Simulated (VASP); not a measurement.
Wanted: the native input for a VASP 6.6.1 run.

```
Task                   : single point
Functional             : PBE
Potentials or basis    : VASP PAW PBE potentials, release 64 (Si, W_sv, C)
Cutoff                 : 600 eV
k mesh                 : 4 × 4 × 3
Occupations            : gaussian, width 0.2 eV
Spin                   : no spin polarisation
Dipole correction      : no
Further INCAR settings : ALGO = Normal; EDIFF = 1e-06; NBANDS = 26
```

The structure of Si2WC3 lies in POSCAR:

```
Si2WC3
1.0
    2.0496672260     -2.7585680100      0.0000000000
    2.0496672260      2.7585680100      0.0000000000
    0.0000000000      0.0000000000      7.2531076172
Si W C
2 1 3
Direct
    0.0000000000      0.0000000000      0.8474345883
    0.0000000000      0.0000000000      0.1525654117
    0.0000000000      0.0000000000      0.5000000000
    0.3808021881      0.6191978119      0.5000000000
    0.6191978119      0.3808021881      0.5000000000
    0.5000000000      0.5000000000      0.0000000000
```

The cell was generated, and may not be a known phase.

One way to write it, as run:

INCAR

```
PREC = Accurate
ENCUT = 600
EDIFF = 1E-6
ISMEAR = 0
SIGMA = 0.2
LREAL = F
LASPH = T
NELM = 120
ALGO = Normal
ISIF = 2
LWAVE = F
LCHARG = T
GGA = PE
LELF = T
LVHAR = T
NBANDS = 26
GGA_COMPAT = F
```

KPOINTS

```
Automatic mesh
0
Gamma
  4 4 3
```

Potentials or basis: VASP PAW PBE potentials, release 64 (Si, W_sv, C).

Launch:

```sh
$ cat potpaw_PBE.64/Si/POTCAR potpaw_PBE.64/W_sv/POTCAR potpaw_PBE.64/C/POTCAR > POTCAR
$ mpirun -np 1 vasp_std > vasp.out
```

It gave:

```
Pressure               : 0.1 GPa
Largest force          : 0.098 eV/Å
Band gap on the k mesh : zero (bands 17 and 18 overlap by 2.03 eV)
```

Caveat: the k points lie up to 0.48 Å⁻¹ apart, too coarse for converged energies and pressures of a metal; spin-orbit coupling is left out, which moves the levels of the heavy elements.

It took 32 s on 1 thread of Intel(R) Xeon(R) Platinum 8375C CPU @ 2.90GHz (Ice Lake) (shared host), peak memory 0.22 GiB.
